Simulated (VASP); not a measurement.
Crystal: Cu.

```
Cu
1.0
     0.00000    1.80748    1.80748
     1.80748    0.00000    1.80748
     1.80748    1.80748    0.00000
Cu
1
Cartesian
  0.0000 0.0000 0.0000
```

| Item | Value |
| --- | --- |
| Program | VASP 6.6.1 |
| Task | relaxation of cell and atoms |
| Functional | LDA |
| Potentials or basis | VASP PAW LDA potentials, release 64 (Cu) |
| Cutoff | 600 eV |
| k mesh | 18 × 18 × 18 |
| Occupations | fermi-dirac, width 0.05 eV |
| Spin | no spin polarisation |

At the start: pressure -11.6 GPa; volume 11.81 Å³/atom.

Question: How do energy, volume and symmetry change on relaxing?

Answer: Over 3 steps the energy falls by 33.8 meV/atom and the volume is 10.95 Å³/atom (-7.3 %); space group Fm-3m (No. 225, to 0.05 Å).

Step by step:
```csv
step,energy change (eV),largest force (eV/Å),pressure (GPa),volume (Å³)
1,0.0000,0.0000,-11.56,11.81
2,-0.0176,0.0000,10.22,10.41
3,-0.0338,0.0000,-0.05,10.95
```

Final structure:
```xyz
1
Lattice="0.0000 1.7623 1.7623 1.7623 0.0000 1.7623 1.7623 1.7623 0.0000" Properties=species:S:1:pos:R:3 pbc="T T T"
Cu    0.0000    0.0000    0.0000
```
